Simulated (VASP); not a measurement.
Write the native input for VASP 6.6.1 that does the following.

```yaml
Task: single point
Functional: LDA
Potentials_or_basis: VASP PAW LDA potentials, release 64 (Ti_sv, Ge_d, Sb)
Cutoff: 500 eV
k_mesh: 2 × 2 × 1
Occupations: gaussian, width 0.15 eV
Spin: no spin polarisation
Dipole_correction: no
Further_INCAR_settings: ALGO = Normal; EDIFF = 1e-06; NBANDS = 40
```

The structure of TiGeSb lies in POSCAR:

```
TiGeSb
1.0
    3.7022000000      0.0000000000      0.0000000000
    0.0000000000      3.7022000000      0.0000000000
    0.0000000000      0.0000000000      8.2137000000
Ti Ge Sb
2 2 2
Direct
    0.5000000000      0.0000000000      0.2487500000
    1.0000000000      0.5000000000      0.7512500000
    1.0000000000      0.0000000000      0.0000000000
    0.5000000000      0.5000000000      0.0000000000
    0.5000000000      0.0000000000      0.6155600000
    1.0000000000      0.5000000000      0.3844400000
```

These files were run (other wordings do the same):

INCAR

```
SYSTEM = TiGeSb
PREC = Accurate ; ENCUT = 500
EDIFF = 1E-6 ; ISMEAR = 0
SIGMA = 0.15 ; LREAL = .False.
LASPH = .True. ; NELM = 120
ALGO = Normal ; ISIF = 2
LWAVE = .False. ; LCHARG = .False.
GGA = CA ; NBANDS = 40
GGA_COMPAT = .False.
```

KPOINTS

```
regular mesh
0
Gamma
  2 2 1
  0 0 0
```

Potentials or basis: VASP PAW LDA potentials, release 64 (Ti_sv, Ge_d, Sb).

Command:

```sh
$ cat potpaw_LDA.64/Ti_sv/POTCAR potpaw_LDA.64/Ge_d/POTCAR potpaw_LDA.64/Sb/POTCAR > POTCAR
$ mpirun -np 1 vasp_std > vasp.out
```

Results of the run:

The pressure is -4.5 GPa. The largest force is 0.566 eV/Å and the band gap on the k mesh is zero (bands 31 and 32 overlap by 1.79 eV).

Caveat: the k points lie up to 0.85 Å⁻¹ apart, too coarse for converged energies and pressures of a metal; spin-orbit coupling is left out, which moves the levels of the heavy elements.

Wall time 22 s on 1 thread of Intel Xeon 8259CL, with other jobs on the host, peak memory 0.18 GiB.
